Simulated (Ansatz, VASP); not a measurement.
**Two plane-wave programs on Re**

```
CELL_PARAMETERS angstrom
2.75052 0.00000 0.00000
-1.37526 2.38202 0.00000
0.00000 0.00000 8.98319
ATOMIC_POSITIONS crystal
Re 0.00000 0.00000 0.00000
Re 0.00000 0.00000 0.50000
Re 0.33333 0.66667 0.25000
Re 0.66667 0.33333 0.75000
```

Alike in both runs: task relaxation of cell and atoms; functional PBE; k mesh 13 × 13 × 4; occupations fermi-dirac, width 0.1 eV; no spin polarisation.

```csv
,VASP,Ansatz
version,VASP 6.6.1,Ansatz 0.2.0
potentials or method,"VASP PAW PBE potentials, release 64 (Re), cutoff 600 eV","plane waves (420 eV) with PAW, scalar-relativistic"
valence electrons in the cell,28,60
```

|  | VASP | Ansatz | Ansatz less VASP |
| --- | --- | --- | --- |
| relaxed volume (Å³/atom) | 14.93 | 14.95 | +0.018 |
| relaxed length of the cell vector where the two differ most in proportion (Å) | 8.947 | 8.952 | +0.0051 |

VASP's potentials hold 28 valence electrons a cell and Ansatz's 60, so a difference there can come from the potentials and not from the codes.

Spin-orbit coupling is off throughout. Noted on VASP's run: too few bands were computed for a metal, which touches its energy and stress.
